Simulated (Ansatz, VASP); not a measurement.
# One calculation of MgZn3O4, two programs

File INCAR:

```
PREC = Accurate
ENCUT = 520
EDIFF = 1E-6
ISMEAR = 0
SIGMA = 0.02
LREAL = Auto
LASPH = T
NELM = 100
ALGO = Normal
ISIF = 2
LWAVE = F
LCHARG = F
GGA = PS
NBANDS = 76
```

KPOINTS

```
Automatic mesh
0
Gamma
  6 6 6
```

File POSCAR:

```
MgZn3O4
1.0
    0.0000000000      0.0000000000     -5.1960053253
    3.2393381412      5.6106982435      0.0000000000
    3.2386556006     -5.6103041785      0.0000000000
Mg Zn O
2 6 8
Direct
    0.4988103654      0.1652917461      0.3305834922
   -0.0011896346      0.3347082539      0.6694165078
    0.5010779764      0.1675837321      0.8330332498
    0.5030152157      0.6656379011      0.3312758022
    0.5010779764      0.6654495177      0.8330332498
    0.0010779764      0.3324162679      0.1669667502
    0.0030152157      0.8343620989      0.6687241978
    0.0010779764      0.8345504823      0.1669667502
    0.6186272819      0.3318556364      0.6637112729
    0.6201908373      0.3325842218      0.1658596097
    0.6209695095      0.8330922626      0.6661845252
    0.6201908373      0.8332753880      0.1658596097
    0.1186272819      0.1681443636      0.3362887271
    0.1201908373      0.1674157782      0.8341403903
    0.1209695095      0.6669077374      0.3338154748
    0.1201908373      0.6667246120      0.8341403903
```

Input for Ansatz:

```yaml
crystal:
  lattice:
    - [0.0, 0.0, -5.1960053207]
    - [3.2393381431, 5.6106982468, 0.0]
    - [3.2386556002, -5.6103041804, 0.0]
  atoms:
    - { symbol: Mg, position: [0.4988103657, 0.165291746, 0.3305834921] }
    - { symbol: Zn, position: [0.5010779767, 0.1675837322, 0.8330332499] }
    - { symbol: Zn, position: [0.5030152158, 0.665637901, 0.3312758021] }
    - { symbol: Zn, position: [0.5010779767, 0.6654495178, 0.8330332499] }
    - { symbol: Mg, position: [-0.0011896343, 0.334708254, 0.6694165079] }
    - { symbol: Zn, position: [0.0010779767, 0.3324162678, 0.1669667501] }
    - { symbol: Zn, position: [0.0030152158, 0.834362099, 0.6687241979] }
    - { symbol: Zn, position: [0.0010779767, 0.8345504822, 0.1669667501] }
    - { symbol: O, position: [0.6186272817, 0.3318556367, 0.6637112734] }
    - { symbol: O, position: [0.6201908372, 0.3325842215, 0.1658596094] }
    - { symbol: O, position: [0.6209695091, 0.8330922629, 0.6661845257] }
    - { symbol: O, position: [0.6201908372, 0.8332753879, 0.1658596094] }
    - { symbol: O, position: [0.1186272817, 0.1681443633, 0.3362887266] }
    - { symbol: O, position: [0.1201908372, 0.1674157785, 0.8341403906] }
    - { symbol: O, position: [0.1209695091, 0.6669077371, 0.3338154743] }
    - { symbol: O, position: [0.1201908372, 0.6667246121, 0.8341403906] }
basis:
  ecutwfc: 420
kpoints:
  mp_grid: { grid: [6, 6, 6] }
  band_path: { path: [[0.0, 0.0, 0.0], [0.05, 0.0, 0.0]], npoints: 1 }
hamiltonian:
  xc: pbesol
scf:
  occupations: { method: gaussian, width: 0.02 }
  n_extra_bands: 11
output:
  forces: true
  stress: true
  eigenvalues: true
```

Alike in both runs: task single point; functional PBEsol; k mesh 6 × 6 × 6; occupations gaussian, width 0.02 eV; no spin polarisation.

|  | VASP | Ansatz |
| --- | --- | --- |
| version | VASP 6.6.1 | Ansatz 0.2.0 |
| potentials or method | VASP PAW PBE potentials, release 64 (Mg, Zn, O), cutoff 520 eV | scalar-relativistic, plane waves, PAW |
| valence electrons in the cell | 124 | 140 |

Ansatz gave:

```
gap on the k mesh at the Fermi level (eV) : 1.27
least direct gap on the mesh (eV)         : 1.27
pressure (GPa)                            : 0.0
rms of the force components (eV/Å)        : 0.001
```

Question: Estimate VASP's values.

Answer: gap on the k mesh at the Fermi level (eV): 1.26; least direct gap on the mesh (eV): 1.26; pressure (GPa): 0.6; rms of the force components (eV/Å): 0.025.

VASP's potentials were made for PBE, not for PBEsol. The functional is the same, so the differences come from potentials, cutoffs and numerics. VASP's potentials hold 124 valence electrons a cell and Ansatz's 140, so a difference there can come from the potentials and not from the codes.
